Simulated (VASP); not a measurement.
# KCl (Sylvite) (Fm-3m) in VASP: a series of runs

Aim: see how the results for KCl (Sylvite) move with the level of theory and the settings. Levels: PBE, r2SCAN. Tasks: single point.

Program: VASP 6.6.1. These are calculated values, not measurements. Logs are shortened: lines on timing, memory, paths and dates and some standing lists are left out, and cuts for length are marked.

### 1 The cell of the first run

The structure is cubic, space group Fm-3m (No. 225). Conventional cell: a = 6.290 Å, b = 6.290 Å, c = 6.290 Å, α = 90.00°, β = 90.00°, γ = 90.00°. K (site symmetry m-3m) has 6 Cl at 3.14 Å within 4.1 Å. Within 4.1 Å of Cl (site symmetry m-3m) lie 6 K at 3.14 Å.

### 2 Single point, PBE

The input, INCAR:

```
SYSTEM = KCl
PREC = Accurate
ENCUT = 520
EDIFF = 1E-6
ISMEAR = 0
SIGMA = 0.01
LREAL = .FALSE.
LASPH = .TRUE.
NELM = 80
ALGO = Normal
ISIF = 2
LWAVE = .FALSE.
LCHARG = .TRUE.
GGA = PE
LELF = .TRUE.
LVHAR = .TRUE.
NBANDS = 15
```

The input, KPOINTS:

```
Automatic mesh
0
G
  4 4 4
  0 0 0
```

The input, POSCAR:

```
KCl
1.0
    0.0000000000      3.1448471141      3.1448471141
    3.1448471141      0.0000000000      3.1448471141
    3.1448471141      3.1448471141      0.0000000000
K Cl
1 1
Direct
    0.0000000000      0.0000000000      0.0000000000
    0.5000000000      0.5000000000      0.5000000000
```

Potentials or basis: VASP PAW PBE potentials, release 64 (K_sv, Cl).

Launch:

```sh
$ cat potpaw_PBE.64/K_sv/POTCAR potpaw_PBE.64/Cl/POTCAR > POTCAR
$ mpirun -np 1 vasp_std > vasp.out
```

OUTCAR:

```text
SYSTEM = KCl
   PREC = Accurate
   ENCUT = 520
   EDIFF = 1E-6
   ISMEAR = 0
   LREAL = .FALSE.
   LASPH = .TRUE.
   NELM = 80
   ISIF = 2
   GGA = PE

 ion  position               nearest neighbor table
   1  0.000  0.000  0.000-   2 3.14   2 3.14   2 3.14   2 3.14   2 3.14   2 3.14
   2  0.500  0.500  0.500-   1 3.14   1 3.14   1 3.14   1 3.14   1 3.14   1 3.14

  LATTYP: Found a face centered cubic cell.
 ALAT       =     6.2896942282

  Lattice vectors:

 A1 = (   0.0000000000,   3.1448471141,   3.1448471141)
 A2 = (   3.1448471141,   0.0000000000,   3.1448471141)
 A3 = (   3.1448471141,   3.1448471141,   0.0000000000)

Analysis of symmetry for initial positions (statically):
=====================================================================
 Subroutine PRICEL returns:
 Original cell was already a primitive cell.

 Routine SETGRP: Setting up the symmetry group for a
 face centered cubic supercell.

 Subroutine GETGRP returns: Found 48 space group operations
 (whereof 48 operations were pure point group operations)
 out of a pool of 48 trial point group operations.

The static configuration has the point symmetry O_h .

Analysis of symmetry for dynamics (positions and initial velocities):
=====================================================================
 Subroutine PRICEL returns:
 Original cell was already a primitive cell.

 Routine SETGRP: Setting up the symmetry group for a
 face centered cubic supercell.

 Subroutine GETGRP returns: Found 48 space group operations
 (whereof 48 operations were pure point group operations)
 out of a pool of 48 trial point group operations.

The dynamic configuration has the point symmetry O_h .

 Subroutine INISYM returns: Found 48 space group operations
 (whereof 48 operations are pure point group operations),
 and found     1 'primitive' translations

----------------------------------------------------------------------------------------

                                     Primitive cell

  volume of cell :      62.2055

  direct lattice vectors                    reciprocal lattice vectors
     0.000000000  3.144847114  3.144847114    -0.158990241  0.158990241  0.158990241
     3.144847114  0.000000000  3.144847114     0.158990241 -0.158990241  0.158990241
     3.144847114  3.144847114  0.000000000     0.158990241  0.158990241 -0.158990241

  length of vectors
     4.447485440  4.447485440  4.447485440     0.275379175  0.275379175  0.275379175

  position of ions in fractional coordinates (direct lattice)
     0.000000000  0.000000000  0.000000000
     0.500000000  0.500000000  0.500000000

  ion indices of the primitive-cell ions
   primitive index   ion index
                 1           1
                 2           2

----------------------------------------------------------------------------------------

 KPOINTS: Automatic mesh

Automatic generation of k-mesh.
 Grid dimensions read from file:
 generate k-points for:    4    4    4

 Generating k-lattice:

  Cartesian coordinates                     Fractional coordinates (reciprocal lattice)
    -0.039747560  0.039747560  0.039747560     0.250000000  0.000000000  0.000000000
     0.039747560 -0.039747560  0.039747560     0.000000000  0.250000000  0.000000000
     0.039747560  0.039747560 -0.039747560     0.000000000  0.000000000  0.250000000

  Length of vectors
     0.068844794  0.068844794  0.068844794

  Shift w.r.t. Gamma in fractional coordinates (k-lattice)
     0.000000000  0.000000000  0.000000000

 Subroutine IBZKPT returns following result:
 ===========================================

 Found      8 irreducible k-points:

 Following reciprocal coordinates:
            Coordinates               Weight
  0.000000  0.000000  0.000000      1.000000
  0.250000  0.000000  0.000000      8.000000
  0.500000  0.000000  0.000000      4.000000
  0.250000  0.250000  0.000000      6.000000
  0.500000  0.250000  0.000000     24.000000
 -0.250000  0.250000  0.000000     12.000000
  0.500000  0.500000  0.000000      3.000000
 -0.250000  0.500000  0.250000      6.000000
   k-points           NKPTS =      8   k-points in BZ     NKDIM =      8   number of bands    NBANDS=     15
   number of dos      NEDOS =    301   number of ions     NIONS =      2
   total plane-waves  NPLWV =  46656
   dimension x,y,z NGX =    36 NGY =   36 NGZ =   36
   dimension x,y,z NGXF=    72 NGYF=   72 NGZF=   72
   ions per type =               1   1
   NGX,Y,Z   is equivalent  to a cutoff of  13.46, 13.46, 13.46 a.u.
   NGXF,Y,Z  is equivalent  to a cutoff of  26.91, 26.91, 26.91 a.u.
 SYSTEM =  KCl
   PREC   = accura    normal or accurate (medium, high low for compatibility)
   ISTART =      0    job   : 0-new  1-cont  2-samecut
   ICHARG =      2    charge: 1-file 2-atom 10-const
   ISPIN  =      1    spin polarized calculation?
   LNONCOLLINEAR =      F non collinear calculations
   LSORBIT =      F    spin-orbit coupling
   LASPH  =      T    aspherical Exc in radial PAW
   ENCUT  =  520.0 eV  38.22 Ry    6.18 a.u.   8.27  8.27  8.27*2*pi/ulx,y,z
   NELM   =     80;   NELMIN=  2; NELMDL= -5     # of ELM steps
   EDIFF  = 0.1E-05   stopping-criterion for ELM
   LREAL  =      F    real-space projection
   EDIFFG = 0.1E-04   stopping-criterion for IOM
   NSW    =      0    number of steps for IOM
   IBRION =     -1    ionic relax: 0-MD 1-quasi-New 2-CG
   NFREE  =      0    steps in history (QN), initial steepest desc. (CG)
   ISIF   =      2    stress and relaxation
   ISYM   =      2    0-nonsym 1-usesym 2-fastsym
   POTIM  = 0.5000    time-step for ionic-motion
   TEBEG  =    0.0;   TEEND  =   0.0 temperature during run
   PSTRESS=    0.0 pullay stress
   NELECT =      16.0000    total number of electrons
   NUPDOWN=      -1.0000    fix difference up-down
   EMIN   =  10.00;   EMAX   =-10.00  energy-range for DOS
   EFERMI =   0.00;   METHOD = LEGACY
   ISMEAR =     0;   SIGMA  =   0.01  broadening in eV -4-tet -1-fermi 0-gaus
   EFERMI_NEDOS =   21; number of points for ismear=-14 and -15
   IALGO  =     38    algorithm
   IMIX   =      4    mixing-type and parameters
     AMIX     =   0.40;   BMIX     =  1.00
     AMIX_MAG =   1.60;   BMIX_MAG =  1.00
  volume/ion in A,a.u.               =      31.10       209.89
  Fermi-wavevector in a.u.,A,eV,Ry     =   1.041131  1.967452 14.748080  1.083953
  Thomas-Fermi vector in A             =   2.175738
   LORBIT       =      0    0 simple, 1 ext, 2 COOP (PROOUT), +10 PAW based schemes
   GGA     = PE    functional components
   LHFCALC =     F    Hartree Fock is set to
   AEXX    =    0.0000 exact exchange contribution
   IVDW    =     0    specifies the selected vdW correction
   LEPSILON=     F    determine dielectric tensor
   LRPA    =     F    only Hartree local field effects (RPA)
 non-spin polarized calculation
 Gauss-broadening in eV      SIGMA  =   0.01
  energy-cutoff  :      520.00
  volume of cell :       62.21
 maximum number of plane-waves:      1700
 NGX is ok and might be reduce to    36
   NGX = 17   NGY = 17   NGZ = 17

 number of electron      16.0000001 magnetization

 Free energy of the ion-electron system (eV)
  ---------------------------------------------------
  ext. energy  EPLUGINS =         0.00000000
  ---------------------------------------------------
  free energy    TOTEN  =        -6.80320560 eV

  energy without entropy =       -6.80320560  energy(sigma->0) =       -6.80320560

 E-fermi :  -1.6981     XC(G=0):  -7.5453

 val. band max:       -1.8356070424   @ k =   0.0000   0.0000   0.0000
 cond. band min:       3.3564818102   @ k =   0.0000   0.0000   0.0000
 fundamental gap:      5.1920888526
 Fermi energy:        -1.6981081131

 k-point     1 :       0.0000    0.0000    0.0000
  band No.  band energies     occupation
      1     -29.0303      2.00000
      2     -13.9550      2.00000
      3     -12.4911      2.00000
      4     -12.4911      2.00000
      5     -12.4911      2.00000
      6      -1.8356      2.00000
      7      -1.8356      2.00000
      8      -1.8356      2.00000
      9       3.3565      0.00000
     10       6.5457      0.00000
     11       6.5457      0.00000
     12       6.5457      0.00000
     13       7.4231      0.00000
     14       7.4231      0.00000
     15      11.1522      0.00000

 k-point     2 :       0.2500    0.0000    0.0000
  band No.  band energies     occupation
      1     -29.0250      2.00000
      2     -14.0546      2.00000
      3     -12.4959      2.00000
      4     -12.4959      2.00000
      5     -12.3644      2.00000
      6      -2.4237      2.00000
      7      -2.0042      2.00000
      8      -2.0042      2.00000
      9       4.6154      0.00000
     10       6.3342      0.00000
     11       7.2986      0.00000
     12       7.2986      0.00000
     13       8.2234      0.00000
     14       8.2234      0.00000
     15      11.7894      0.00000

 k-point     3 :       0.5000    0.0000    0.0000
  band No.  band energies     occupation
      1     -29.0196      2.00000
      2     -14.1415      2.00000
      3     -12.5005      2.00000
      4     -12.5005      2.00000
      5     -12.2494      2.00000
      6      -2.8920      2.00000
      7      -2.1613      2.00000
      8      -2.1613      2.00000
      9       5.7610      0.00000
     10       6.7725      0.00000
     11       8.6979      0.00000
     12       8.6979      0.00000
     13       9.5811      0.00000
     14       9.5811      0.00000
     15      10.2132      0.00000

 k-point     4 :       0.2500    0.2500    0.0000
  band No.  band energies     occupation
      1     -29.0233      2.00000
      2     -14.0024      2.00000
      3     -12.5189      2.00000
      4     -12.5189      2.00000
      5     -12.4143      2.00000
      6      -2.4674      2.00000
      7      -1.9654      2.00000
      8      -1.9654      2.00000
      9       4.8146      0.00000
     10       5.4136      0.00000
     11       7.8646      0.00000
     12       8.0356      0.00000
     13       8.0356      0.00000
     14       8.6929      0.00000
     15      11.2038      0.00000

 k-point     5 :       0.5000    0.2500    0.0000
  band No.  band energies     occupation
      1     -29.0181      2.00000
      2     -14.0122      2.00000
      3     -12.5553      2.00000
      4     -12.5239      2.00000
      5     -12.3968      2.00000
      6      -2.5963      2.00000
      7      -2.2345      2.00000
      8      -2.1106      2.00000
      9       5.5611      0.00000
     10       6.4516      0.00000
     11       8.2983      0.00000
     12       8.6394      0.00000
     13       8.8412      0.00000
     14       9.2831      0.00000
     15       9.9710      0.00000

 k-point     6 :      -0.2500    0.2500    0.0000
  band No.  band energies     occupation
      1     -29.0197      2.00000
      2     -14.0631      2.00000
      3     -12.5544      2.00000
      4     -12.5009      2.00000
      5     -12.3248      2.00000
      6      -2.6523      2.00000
      7      -2.1623      2.00000
      8      -2.1479      2.00000
      9       5.8013      0.00000
     10       6.3000      0.00000
     11       7.9742      0.00000
     12       8.0399      0.00000
     13       8.7014      0.00000
     14       9.7237      0.00000
     15      10.1373      0.00000

 k-point     7 :       0.5000    0.5000    0.0000
  band No.  band energies     occupation
      1     -29.0165      2.00000
      2     -13.8544      2.00000
      3     -12.6337      2.00000
      4     -12.5471      2.00000
      5     -12.5471      2.00000
      6      -2.4940      2.00000
      7      -2.0594      2.00000
      8      -2.0594      2.00000
      9       4.6964      0.00000
     10       6.5202      0.00000
     11       8.2466      0.00000
     12       8.4062      0.00000
     13       8.7976      0.00000
     14       9.8591      0.00000
     15       9.8591      0.00000

 k-point     8 :      -0.2500    0.5000    0.2500
  band No.  band energies     occupation
      1     -29.0164      2.00000
      2     -13.9510      2.00000
      3     -12.5903      2.00000
      4     -12.5903      2.00000
      5     -12.4015      2.00000
      6      -2.3234      2.00000
      7      -2.3095      2.00000
      8      -2.3095      2.00000
      9       6.2054      0.00000
     10       6.2054      0.00000
     11       7.6392      0.00000
     12       8.0400      0.00000
     13       9.8848      0.00000
     14       9.9134      0.00000
     15      10.2391      0.00000

------------------------ aborting loop because EDIFF is reached ----------------------------------------

  FORCE on cell =-STRESS in cart. coord.  units (eV):
  Direction    XX          YY          ZZ          XY          YZ          ZX
  --------------------------------------------------------------------------------------
  -------------------------------------------------------------------------------------
  Total        0.3179517      0.3179517      0.3179517      0.0000000      0.0000000      0.0000000
  in kB        8.1892303      8.1892303      8.1892303      0.0000000      0.0000000      0.0000000
  external PRESSURE =       8.1892303 kB  Pullay stress =       0.0000000 kB

 VOLUME and BASIS-vectors are now :
 -----------------------------------------------------------------------------
  energy-cutoff  :      520.00
  volume of cell :       62.21
      direct lattice vectors                 reciprocal lattice vectors
     0.000000000  3.144847114  3.144847114    -0.158990241  0.158990241  0.158990241
     3.144847114  0.000000000  3.144847114     0.158990241 -0.158990241  0.158990241
     3.144847114  3.144847114  0.000000000     0.158990241  0.158990241 -0.158990241

 POSITION                                       TOTAL-FORCE (eV/Angst)
 -----------------------------------------------------------------------------------
      0.00000      0.00000      0.00000         0.000000     -0.000000      0.000000
      3.14485      3.14485      3.14485        -0.000000      0.000000     -0.000000
 -----------------------------------------------------------------------------------
    total drift:                                0.000000      0.000000      0.000000

  FREE ENERGIE OF THE ION-ELECTRON SYSTEM (eV)
  ---------------------------------------------------
  free  energy   TOTEN  =        -6.8032056010 eV

  energy  without entropy=       -6.8032056010  energy(sigma->0) =       -6.80320560
```

It took 25 s on 1 thread of AMD EPYC 7R13, shared host; peak memory 0.17 GiB.

Results:

```yaml
Free_energy: -6.8032 eV
Pressure: 0.8 GPa
Band_gap_on_the_k_mesh: 5.19 eV, direct
```

Caveat: the k points lie up to 0.43 Å⁻¹ apart.

### 3 Single point, r2SCAN

POSCAR is that of step 2.

The input, INCAR.step1:

```
SYSTEM = KCl
PREC = Accurate
ENCUT = 520
ISMEAR = 0
SIGMA = 0.01
LREAL = .False.
LASPH = .True.
NELM = 60
NBANDS = 15
GGA = PE
ALGO = Normal
EDIFF = 1E-4
LWAVE = .True.
LCHARG = .False.
```

The input, INCAR.step2:

```
SYSTEM = KCl
PREC = Accurate
ENCUT = 520
EDIFF = 1E-6
ISMEAR = 0
SIGMA = 0.01
LREAL = .False.
LASPH = .True.
NELM = 60
ALGO = Normal
ISIF = 2
LWAVE = .False.
LCHARG = .True.
METAGGA = R2SCAN
LMIXTAU = .True.
LELF = .True.
LVHAR = .True.
NBANDS = 15
ISTART = 1
```

The input, KPOINTS:

```
regular mesh
0
Gamma
  4 4 4
  0 0 0
```

Potentials or basis: VASP PAW PBE potentials, release 64 (K_sv, Cl).

Launch:

```sh
$ cat potpaw_PBE.64/K_sv/POTCAR potpaw_PBE.64/Cl/POTCAR > POTCAR
$ cp INCAR.step1 INCAR
$ mpirun -np 1 vasp_std > vasp.out
$ cp INCAR.step2 INCAR
$ mpirun -np 1 vasp_std > vasp.out
```

Wall time 2.2 min (1 thread of AMD EPYC 7R13, shared host); peak memory 0.19 GiB.

It converged, with:

```yaml
Free_energy: -16.5064 eV
Pressure: 0.0 GPa
Band_gap_on_the_k_mesh: 5.83 eV, direct
```

Levels at points of the mesh, in eV from the valence-band top:
| k point | band 6 | band 7 | band 8 | band 9 | band 10 | band 11 |
| --- | --- | --- | --- | --- | --- | --- |
| (0.00, 0.00, 0.00) | 0.00 | 0.00 | 0.00 | 5.83 | 9.03 | 9.03 |
| (0.50, 0.00, 0.00) | -1.05 | -0.32 | -0.32 | 8.14 | 9.25 | 11.33 |
| (0.50, 0.50, 0.00) | -0.67 | -0.23 | -0.23 | 7.03 | 9.22 | 10.70 |

Caveat: the k points lie up to 0.43 Å⁻¹ apart; the PAW data sets were made with another functional, which shifts forces and pressure a little.
